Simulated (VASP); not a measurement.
# ZrSnSe in VASP: further runs

Runs on ZrSnSe. Level: PBE. Tasks: single point.

Everything below comes from runs of VASP 6.6.1. Logs are shortened: lines on timing, memory, paths and dates and some standing lists are left out, and cuts for length are marked.

### Step 1. The cell of the first run

The cell holds a sheet with vacuum, 3 atoms: a = 3.345 Å, b = 3.345 Å, c = 30.688 Å, α = 90.00°, β = 90.00°, γ = 90.00°.

### Step 2. Single point, PBE

Contents of INCAR:

```
SYSTEM = ZrSnSe
PREC = Accurate ; ENCUT = 520
EDIFF = 1E-6 ; ISMEAR = 0
SIGMA = 0.1 ; LREAL = .False.
LASPH = .True. ; NELM = 100
ALGO = Normal ; ISIF = 2
LWAVE = .False. ; LCHARG = .False.
LDIPOL = .True. ; IDIPOL = 3
DIPOL = 0.5 0.5 0.292 ; GGA = PE
NBANDS = 23
```

Contents of KPOINTS:

```
Automatic mesh
0
Gamma
  14 14 1
  0 0 0
```

Contents of POSCAR:

```
ZrSnSe
1.0
    3.3454249168      0.0000000000      0.0000000000
    0.0000000000      3.3454249168      0.0000000000
    0.0000000000      0.0000000000     30.6878519200
Zr Sn Se
1 1 1
Direct
    0.0000000000      0.0000000000      0.2806736907
    0.5000000000      0.5000000000      0.3578411729
    0.5000000000      0.5000000000      0.2375972907
```

Potentials or basis: VASP PAW PBE potentials, release 64 (Zr_sv, Sn_d, Se).

Run with:

```bash
> cat potpaw_PBE.64/Zr_sv/POTCAR potpaw_PBE.64/Sn_d/POTCAR potpaw_PBE.64/Se/POTCAR > POTCAR
> mpirun -np 1 vasp_std > vasp.out
```

OUTCAR:

```text
SYSTEM = ZrSnSe
   PREC = Accurate
   ENCUT = 520
   EDIFF = 1E-6
   ISMEAR = 0
   LREAL = .False.
   LASPH = .True.
   NELM = 100
   ISIF = 2
   GGA = PE

 ion  position               nearest neighbor table
   1  0.000  0.000  0.281-   3 2.71   3 2.71   3 2.71   3 2.71   2 3.35   2 3.35   2 3.35   2 3.35

   2  0.500  0.500  0.358-   1 3.35   1 3.35   1 3.35   1 3.35
   3  0.500  0.500  0.238-   1 2.71   1 2.71   1 2.71   1 2.71

  LATTYP: Found a simple tetragonal cell.
 ALAT       =     3.3454249168
 C/A-ratio  =     9.1730804556

  Lattice vectors:

 A1 = (   3.3454249168,   0.0000000000,   0.0000000000)
 A2 = (   0.0000000000,   3.3454249168,   0.0000000000)
 A3 = (   0.0000000000,   0.0000000000,  30.6878519200)

Analysis of symmetry for initial positions (statically):
=====================================================================
 Subroutine PRICEL returns:
 Original cell was already a primitive cell.

 Routine SETGRP: Setting up the symmetry group for a
 simple tetragonal supercell.

 Subroutine GETGRP returns: Found  8 space group operations
 (whereof  8 operations were pure point group operations)
 out of a pool of 16 trial point group operations.

The static configuration has the point symmetry C_4v.

Analysis of symmetry for dynamics (positions and initial velocities):
=====================================================================
 Subroutine PRICEL returns:
 Original cell was already a primitive cell.

 Routine SETGRP: Setting up the symmetry group for a
 simple tetragonal supercell.

 Subroutine GETGRP returns: Found  8 space group operations
 (whereof  8 operations were pure point group operations)
 out of a pool of 16 trial point group operations.

The dynamic configuration has the point symmetry C_4v.

 Subroutine INISYM returns: Found  8 space group operations
 (whereof  8 operations are pure point group operations),
 and found     1 'primitive' translations

----------------------------------------------------------------------------------------

                                     Primitive cell

  volume of cell :     343.4544

  direct lattice vectors                    reciprocal lattice vectors
     3.345424917  0.000000000  0.000000000     0.298915691  0.000000000  0.000000000
     0.000000000  3.345424917  0.000000000     0.000000000  0.298915691  0.000000000
     0.000000000  0.000000000 30.687851920     0.000000000  0.000000000  0.032586184

  length of vectors
     3.345424917  3.345424917 30.687851920     0.298915691  0.298915691  0.032586184

  position of ions in fractional coordinates (direct lattice)
     0.000000000  0.000000000  0.280673691
     0.500000000  0.500000000  0.357841173
     0.500000000  0.500000000  0.237597291

  ion indices of the primitive-cell ions
   primitive index   ion index
                 1           1
                 2           2
                 3           3

----------------------------------------------------------------------------------------

 KPOINTS: Automatic mesh

Automatic generation of k-mesh.
 Grid dimensions read from file:
 generate k-points for:   14   14    1

 Generating k-lattice:

  Cartesian coordinates                     Fractional coordinates (reciprocal lattice)
     0.021351121  0.000000000  0.000000000     0.071428571  0.000000000  0.000000000
     0.000000000  0.021351121  0.000000000     0.000000000  0.071428571  0.000000000
     0.000000000  0.000000000  0.032586184     0.000000000  0.000000000  1.000000000

  Length of vectors
     0.021351121  0.021351121  0.032586184

  Shift w.r.t. Gamma in fractional coordinates (k-lattice)
     0.000000000  0.000000000  0.000000000

 Subroutine IBZKPT returns following result:
 ===========================================

 Found     36 irreducible k-points:

 Following reciprocal coordinates:
            Coordinates               Weight
  0.000000  0.000000  0.000000      1.000000
  0.071429  0.000000  0.000000      4.000000
  0.142857  0.000000  0.000000      4.000000
  0.214286  0.000000  0.000000      4.000000
  0.285714  0.000000  0.000000      4.000000
  0.357143  0.000000  0.000000      4.000000
[... 16 lines left out ...]
  0.285714  0.214286  0.000000      8.000000
  0.357143  0.214286  0.000000      8.000000
 [... further k-points ...]
   k-points           NKPTS =     36   k-points in BZ     NKDIM =     36   number of bands    NBANDS=     23
   number of dos      NEDOS =    301   number of ions     NIONS =      3
   total plane-waves  NPLWV = 188160
   dimension x,y,z NGX =    28 NGY =   28 NGZ =  240
   dimension x,y,z NGXF=    56 NGYF=   56 NGZF=  480
   ions per type =               1   1   1
   NGX,Y,Z   is equivalent  to a cutoff of  13.91, 13.91, 13.00 a.u.
   NGXF,Y,Z  is equivalent  to a cutoff of  27.83, 27.83, 26.00 a.u.
 SYSTEM =  ZrSnSe
   PREC   = accura    normal or accurate (medium, high low for compatibility)
   ISTART =      0    job   : 0-new  1-cont  2-samecut
   ICHARG =      2    charge: 1-file 2-atom 10-const
   ISPIN  =      1    spin polarized calculation?
   LNONCOLLINEAR =      F non collinear calculations
   LSORBIT =      F    spin-orbit coupling
   LASPH  =      T    aspherical Exc in radial PAW
   ENCUT  =  520.0 eV  38.22 Ry    6.18 a.u.   6.22  6.22 57.06*2*pi/ulx,y,z
   NELM   =    100;   NELMIN=  2; NELMDL= -5     # of ELM steps
   EDIFF  = 0.1E-05   stopping-criterion for ELM
   LREAL  =      F    real-space projection
[... 7 lines left out ...]
   TEBEG  =    0.0;   TEEND  =   0.0 temperature during run
   PSTRESS=    0.0 pullay stress
   NELECT =      32.0000    total number of electrons
   NUPDOWN=      -1.0000    fix difference up-down
   EMIN   =  10.00;   EMAX   =-10.00  energy-range for DOS
   EFERMI =   0.00;   METHOD = LEGACY
   ISMEAR =     0;   SIGMA  =   0.10  broadening in eV -4-tet -1-fermi 0-gaus
   EFERMI_NEDOS =   21; number of points for ismear=-14 and -15
   IALGO  =     38    algorithm
   IMIX   =      4    mixing-type and parameters
     AMIX     =   0.40;   BMIX     =  1.00
     AMIX_MAG =   1.60;   BMIX_MAG =  1.00
  volume/ion in A,a.u.               =     114.48       772.58
  Fermi-wavevector in a.u.,A,eV,Ry     =   0.742167  1.402493  7.494256  0.550812
  Thomas-Fermi vector in A             =   1.836982
   LORBIT       =      0    0 simple, 1 ext, 2 COOP (PROOUT), +10 PAW based schemes
   GGA     = PE    functional components
   LHFCALC =     F    Hartree Fock is set to
   AEXX    =    0.0000 exact exchange contribution
   IVDW    =     0    specifies the selected vdW correction
   LEPSILON=     F    determine dielectric tensor
   LRPA    =     F    only Hartree local field effects (RPA)
 non-spin polarized calculation
 Gauss-broadening in eV      SIGMA  =   0.10
  energy-cutoff  :      520.00
  volume of cell :      343.45
 maximum number of plane-waves:      9304
 NGX is ok and might be reduce to    28
   NGX = 13   NGY = 13   NGZ =115

 dipolmoment           0.000000      0.000000     -0.026668 electrons x Angstroem

 number of electron      32.0000005 magnetization

 dipolmoment           0.000000      0.000000      0.023422 electrons x Angstroem

 Free energy of the ion-electron system (eV)
  ---------------------------------------------------
  ext. energy  EPLUGINS =         0.00000000
  ---------------------------------------------------
  free energy    TOTEN  =       -17.75455447 eV

  energy without entropy =      -17.74633052  energy(sigma->0) =      -17.75044250

 E-fermi :  -2.3402     XC(G=0):  -2.6433

 val. band max:       -2.3769282632   @ k =   0.5000   0.1429   0.0000
 cond. band min:      -2.2967758405   @ k =   0.3571   0.0000   0.0000
 fundamental gap:      0.0801524226
 Fermi energy:        -2.3402126631

 k-point     1 :       0.0000    0.0000    0.0000
  band No.  band energies     occupation
      1     -51.5700      2.00000
      2     -29.7434      2.00000
      3     -29.4033      2.00000
      4     -29.4033      2.00000
      5     -23.2923      2.00000
      6     -23.1584      2.00000
[... 15 lines left out ...]
     22       2.1977      0.00000
     23       2.5225      0.00000

 k-point     2 :       0.0714    0.0000    0.0000
  band No.  band energies     occupation
      1     -51.5686      2.00000
      2     -29.7407      2.00000
      3     -29.4236      2.00000
      4     -29.4013      2.00000
      5     -23.2869      2.00000
      6     -23.1560      2.00000
[... 15 lines left out ...]
     22       2.2461      0.00000
     23       2.5903      0.00000

 k-point     3 :       0.1429    0.0000    0.0000
  band No.  band energies     occupation
      1     -51.5645      2.00000
      2     -29.7333      2.00000
      3     -29.4802      2.00000
      4     -29.3958      2.00000
      5     -23.2725      2.00000
      6     -23.1483      2.00000
[... 15 lines left out ...]
     22       2.0379      0.00000
     23       2.5133      0.00000

 k-point     4 :       0.2143    0.0000    0.0000
  band No.  band energies     occupation
      1     -51.5585      2.00000
      2     -29.7228      2.00000
      3     -29.5607      2.00000
      4     -29.3879      2.00000
      5     -23.2545      2.00000
      6     -23.1486      2.00000
[... 15 lines left out ...]
     22       2.3439      0.00000
     23       2.7803      0.00000

 k-point     5 :       0.2857    0.0000    0.0000
  band No.  band energies     occupation
      1     -51.5519      2.00000
      2     -29.7126      2.00000
      3     -29.6469      2.00000
      4     -29.3791      2.00000
      5     -23.2384      2.00000
      6     -23.1586      2.00000
[... 434 lines left out ...]
 k-point    22 :       0.2143    0.2143    0.0000
  band No.  band energies     occupation
      1     -51.5472      2.00000
      2     -29.7029      2.00000
      3     -29.5494      2.00000
      4     -29.5294      2.00000
      5     -23.2040      2.00000
      6     -23.1680      2.00000
[... 15 lines left out ...]
     22       1.9816      0.00000
     23       3.1639      0.00000

 k-point    23 :       0.2857    0.2143    0.0000
  band No.  band energies     occupation
      1     -51.5407      2.00000
      2     -29.6925      2.00000
      3     -29.6241      2.00000
      4     -29.5262      2.00000
      5     -23.1814      2.00000
      6     -23.1789      2.00000
[... 15 lines left out ...]
     22       1.8987      0.00000
     23       3.5732      0.00000

 k-point    24 :       0.3571    0.2143    0.0000
  band No.  band energies     occupation
      1     -51.5349      2.00000
      2     -29.7064      2.00000
      3     -29.6745      2.00000
      4     -29.5158      2.00000
      5     -23.1889      2.00000
      6     -23.1671      2.00000
[... 15 lines left out ...]
     22       2.0420      0.00000
     23       3.7557      0.00000

 [... further k-points ...]

------------------------ aborting loop because EDIFF is reached ----------------------------------------

 vacuum level on the upper side and lower side of the slab       (xc-potential included)         0.179        -0.193

  FORCE on cell =-STRESS in cart. coord.  units (eV):
  Direction    XX          YY          ZZ          XY          YZ          ZX
  --------------------------------------------------------------------------------------
  -------------------------------------------------------------------------------------
  Total        0.0201979      0.0201979      0.0130923      0.0000000      0.0000000     -0.0000000
  in kB        0.0942212      0.0942212      0.0610740      0.0000000      0.0000000     -0.0000000
  external PRESSURE =       0.0831721 kB  Pullay stress =       0.0000000 kB

 VOLUME and BASIS-vectors are now :
 -----------------------------------------------------------------------------
  energy-cutoff  :      520.00
  volume of cell :      343.45
      direct lattice vectors                 reciprocal lattice vectors
     3.345424917  0.000000000  0.000000000     0.298915691  0.000000000  0.000000000
     0.000000000  3.345424917  0.000000000     0.000000000  0.298915691  0.000000000
     0.000000000  0.000000000 30.687851920     0.000000000  0.000000000  0.032586184

 POSITION                                       TOTAL-FORCE (eV/Angst)
 -----------------------------------------------------------------------------------
      0.00000      0.00000      8.61327        -0.000000     -0.000000      0.014835
      1.67271      1.67271     10.98138         0.000000      0.000000      0.003783
      1.67271      1.67271      7.29135         0.000000      0.000000     -0.018619
 -----------------------------------------------------------------------------------
    total drift:                                0.000000      0.000000     -0.000456

  FREE ENERGIE OF THE ION-ELECTRON SYSTEM (eV)
  ---------------------------------------------------
  free  energy   TOTEN  =       -17.7545544741 eV

  energy  without entropy=      -17.7463305244  energy(sigma->0) =      -17.75044250

 vacuum level on the upper side and lower side of the slab         2.749         2.371
```

It took 6.9 min on 1 thread of Intel Xeon Platinum 8259CL at 2.50GHz (Skylake/Cascade Lake), shared host; peak memory 0.67 GiB.

What came out:

| Property | Result |
| --- | --- |
| Free energy | -17.7546 eV |
| Largest force | 0.019 eV/Å |
| Band gap on the k mesh | zero (band 16 reaches -1.99 eV, above the bottom of band 17 at -2.71 eV) |

Forces in eV/Å, atoms in the order of the input:
```
Zr   0.000  0.000  0.015
Sn   0.000  0.000  0.004
Se   0.000  0.000 -0.019
```

Levels at points of the mesh, in eV from the Fermi level:
```
           k point  band 12  band 13  band 14  band 15  band 16  band 17  band 18  band 19  band 20  band 21
(0.00, 0.00, 0.00)    -4.61    -1.55    -1.55    -1.51    -1.07     1.76     2.78     2.87     2.87     3.95
(0.50, 0.00, 0.00)    -5.61    -2.88    -2.49    -1.93    -0.53    -0.37     1.92     3.17     3.67     3.77
(0.50, 0.50, 0.00)    -4.80    -4.41    -2.55    -1.50    -1.50     0.78     2.48     2.98     2.98     4.19
```

Caveat: spin-orbit coupling is left out, which moves the levels of the heavy elements.

### Step 3. Single point, PBE

Contents of INCAR:

```
ALGO = Normal
DIPOL = 0.5 0.5 0.292
EDIFF = 1E-7
ENCUT = 520
GGA = PE
IDIPOL = 3
ISIF = 2
ISMEAR = 0
LASPH = True
LCHARG = False
LDIPOL = True
LREAL = False
LWAVE = False
NBANDS = 23
NELM = 100
PREC = Accurate
SIGMA = 0.1
```

Contents of KPOINTS:

```
k-points
0
Gamma
  14 14 1
```

POSCAR is that of step 2.

Potentials or basis: VASP PAW PBE potentials, release 64 (Zr_sv, Sn_d, Se).

Run with:

```bash
> cat potpaw_PBE.64/Zr_sv/POTCAR potpaw_PBE.64/Sn_d/POTCAR potpaw_PBE.64/Se/POTCAR > POTCAR
> mpirun -np 1 vasp_std > vasp.out
```

It took 7.2 min on 1 thread of Intel Xeon Platinum 8259CL at 2.50GHz (Skylake/Cascade Lake), shared host; peak memory 0.67 GiB.

It converged, with:

```yaml
Free_energy: -17.7546 eV
Largest_force: 0.019 eV/Å
Band_gap_on_the_k_mesh: zero (band 16 reaches -1.99 eV, above the bottom of band 17 at -2.71 eV)
```

Forces on the atoms (eV/Å):
```
Zr   0.000  0.000  0.015
Sn   0.000  0.000  0.004
Se   0.000  0.000 -0.019
```

Levels at points of the mesh, in eV from the Fermi level:
```tsv
k point	band 14	band 15	band 16	band 17	band 18	band 19
(0.00, 0.00, 0.00)	-1.55	-1.51	-1.07	1.76	2.78	2.87
(0.50, 0.00, 0.00)	-2.49	-1.93	-0.53	-0.37	1.92	3.17
(0.50, 0.50, 0.00)	-2.55	-1.50	-1.50	0.78	2.48	2.98
```

Caveat: spin-orbit coupling is left out, which moves the levels of the heavy elements.

### Step 4. Single point, PBE

This run uses another cell than the first one, of 116.98 Å³/atom, 1.022 times its volume.

Contents of INCAR:

```
PREC     = Accurate       # precision mode
ENCUT    = 520            # plane-wave cutoff, eV
EDIFF    = 1E-6           # SCF threshold, eV
ISMEAR   = 0              # smearing method
SIGMA    = 0.1            # smearing width, eV
LREAL    = False          # projectors in reciprocal space
LASPH    = True           # aspherical terms in the spheres
NELM     = 100            # most SCF steps
ALGO     = Normal         # electronic algorithm
ISIF     = 2              # what is computed and relaxed
LWAVE    = False          # write WAVECAR
LCHARG   = False          # write CHGCAR
LDIPOL   = True         
IDIPOL   = 3            
DIPOL    = 0.5 0.5 0.292
GGA      = PE             # functional
NBANDS   = 23             # bands
```

Contents of KPOINTS:

```
Automatic mesh
0
Gamma
  14 14 1
```

Contents of POSCAR:

```
ZrSnSe
1.0
    3.3816316497      0.0000000000      0.0000000000
    0.0000000000      3.3816316497      0.0000000000
    0.0000000000      0.0000000000     30.6878519200
Zr Sn Se
1 1 1
Direct
    0.0000000000      0.0000000000      0.2801381983
    0.5000000000      0.5000000000      0.3570642797
    0.5000000000      0.5000000000      0.2389096764
```

Run with:

```bash
> cat potpaw_PBE.64/Zr_sv/POTCAR potpaw_PBE.64/Sn_d/POTCAR potpaw_PBE.64/Se/POTCAR > POTCAR
> mpirun -np 1 vasp_std > vasp.out
```

Run time: 6.8 min. Hardware: 1 thread of Intel Xeon Platinum 8259CL at 2.50GHz (Skylake/Cascade Lake), shared host; peak memory 0.67 GiB.

Results (log left out):

- Free energy: -17.7443 eV
- Largest force: 0.167 eV/Å
- Band gap on the k mesh: zero (band 16 reaches -2.10 eV, above the bottom of band 17 at -2.68 eV)

Forces on the atoms (eV/Å):
```
Zr   0.000  0.000  0.126
Sn   0.000  0.000  0.041
Se   0.000  0.000 -0.167
```

Levels at points of the mesh, in eV from the Fermi level:
```csv
k point,band 13,band 14,band 15,band 16,band 17,band 18,band 19,band 20
"(0.00, 0.00, 0.00)",-1.74,-1.74,-1.56,-1.00,1.92,2.54,2.70,2.70
"(0.50, 0.00, 0.00)",-2.81,-2.57,-2.23,-0.47,-0.33,1.79,3.10,3.53
"(0.50, 0.50, 0.00)",-4.51,-2.61,-1.52,-1.52,0.76,2.51,2.93,2.93
```

Caveat: spin-orbit coupling is left out, which moves the levels of the heavy elements.
